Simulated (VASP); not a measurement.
A run of VASP 6.6.1 is set up as follows.

The input INCAR:

```
ALGO = Normal ; EDIFF = 1E-6
ENCUT = 520 ; GGA = PE
ISIF = 2 ; ISMEAR = 0
LASPH = True ; LCHARG = False
LREAL = Auto ; LWAVE = False
NBANDS = 122 ; NELECT = 208.0
NELM = 80 ; PREC = Accurate
SIGMA = 0.02
```

File KPOINTS:

```
k-points
0
Gamma
  3 3 3
```

The input POSCAR:

```
Sn8HO16
1.0
   -4.8274195332     -4.8274195332      0.0000000000
    4.8274195332     -4.8274195332      0.0000000000
    0.0000000000      4.8274195332      6.4761384946
Sn O H
8 16 1
Direct
    0.5022917950      0.5013560984      0.0012146127
    0.7464614273      0.7430515310      0.5014529882
    0.9973189910      0.9950540128      0.0011333915
    0.2786113365      0.2600633318      0.5022895978
    0.1273443638      0.6252913484      0.2519396399
    0.3720191647      0.8772023134      0.7471308719
    0.6106205549      0.1185406800      0.2364483096
    0.8809706536      0.3731842507      0.7608429011
    0.1975246708      0.4991763068      0.0025044245
    0.4430632924      0.7459159842      0.5007258573
    0.6907601903     -0.0030875222     -0.0027108747
    0.9527261062      0.2084390238      0.4894422815
    0.1297661310      0.3182260305      0.2515346145
    0.3731114337      0.5703685798      0.7493734120
    0.6278680049      0.8195569587      0.2528086762
    0.8747621112      0.0640099126      0.7506431501
    0.8093535106      0.5011994358      0.0042567033
    0.0529013500      0.7605032016      0.4988145332
    0.2994136829     -0.0033515915     -0.0060106806
    0.5757770063      0.2518859525      0.5012968766
    0.1299907605      0.9355370722      0.2562505421
    0.3800589083      0.1846420829      0.7478153847
    0.6302718737      0.4280596994      0.2509569555
    0.8810822001      0.6720873131      0.7488596799
    0.9605746102      1.0523509716      0.4592060535
```

Potentials or basis: VASP PAW PBE potentials, release 64 (Sn_d, O, H).

Run with:

```sh
$ cat potpaw_PBE.64/Sn_d/POTCAR potpaw_PBE.64/O/POTCAR potpaw_PBE.64/H/POTCAR > POTCAR
$ mpirun -np 1 vasp_std > vasp.out
```

Problem. Estimate the largest force.

Solution. 0.393 eV/Å.

Forces in eV/Å, atoms in the order of the input:
```
Sn   0.003  0.000 -0.018
Sn  -0.005  0.012 -0.014
Sn  -0.002 -0.039 -0.021
Sn  -0.013  0.017 -0.042
Sn   0.011 -0.020 -0.021
Sn  -0.020  0.005 -0.004
Sn  -0.007 -0.003  0.002
Sn   0.027 -0.019 -0.027
O   -0.037 -0.001 -0.006
O   -0.029  0.002 -0.012
O   -0.044 -0.005 -0.012
O    0.070 -0.016  0.080
O    0.049  0.008 -0.007
O    0.015  0.007 -0.035
O    0.011 -0.010  0.002
O    0.018 -0.007 -0.024
O    0.043  0.003  0.012
O    0.089 -0.057 -0.013
O    0.026 -0.007 -0.035
O    0.003 -0.030 -0.016
O   -0.086 -0.085 -0.035
O   -0.036 -0.002 -0.020
O   -0.032 -0.009 -0.012
O   -0.023 -0.016 -0.007
H   -0.031  0.273  0.281
```

Caveat: the cell carries a net charge on a neutralising background, which shifts energy and pressure.
